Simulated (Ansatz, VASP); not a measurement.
**Ga8N7 in VASP and in Ansatz**

```
Ga N
1.0
     0.00000    0.00000    5.24317
     3.21837    5.57438    0.00000
    -6.43674    0.00000    0.00000
Ga N
8 7
Direct
  0.51869 0.16667 0.33333
  0.49005 0.16491 0.83246
  0.49005 0.66754 0.33509
  0.49005 0.66754 0.83246
  0.00822 0.33665 0.67329
  0.00822 0.33665 0.16335
  0.99103 0.83333 0.66667
  0.00822 0.82671 0.16335
  0.86790 0.16935 0.83468
  0.86790 0.66532 0.33065
  0.86790 0.66532 0.83468
  0.38464 0.32703 0.65406
  0.38464 0.32703 0.17297
  0.36199 0.83333 0.66667
  0.38464 0.84594 0.17297
```

Change from the starting cell: N vacancy (site b), charge +0, atoms relaxed at the host's cell, started again with a moment of 3 muB.

Alike in both runs: functional PBE; k mesh 1 × 1 × 1; occupations gaussian, width 0.01 eV; collinear spin.

Ansatz relaxed the structure, and its values are those at the end. VASP's run is a single point on that final structure, the one shown.

|  | VASP | Ansatz |
| --- | --- | --- |
| version | VASP 6.6.1 | Ansatz 0.2.0 |
| potentials or method | VASP PAW PBE potentials, release 64 (Ga_d, N), cutoff 520 eV | scalar-relativistic, plane waves, PAW |
| valence electrons in the cell | 139 | 139 |

|  | VASP | Ansatz | Ansatz less VASP |
| --- | --- | --- | --- |
| gap on the k mesh at the Fermi level (eV) | 0.40 | 0.41 | +0.004 |
| least direct gap on the mesh (eV) | 0.40 | 0.41 | +0.004 |
| rms of the force components (eV/Å) | 0.004 | 0.003 | -0.0010 |
| net moment per atom (μB) | 0.07 | 0.07 | 0.000 |
| size of the moment on the site where the two differ most (μB) | 0.09 | 0.04 | -0.055 |

Site moments also hang on the region over which each program counts them.
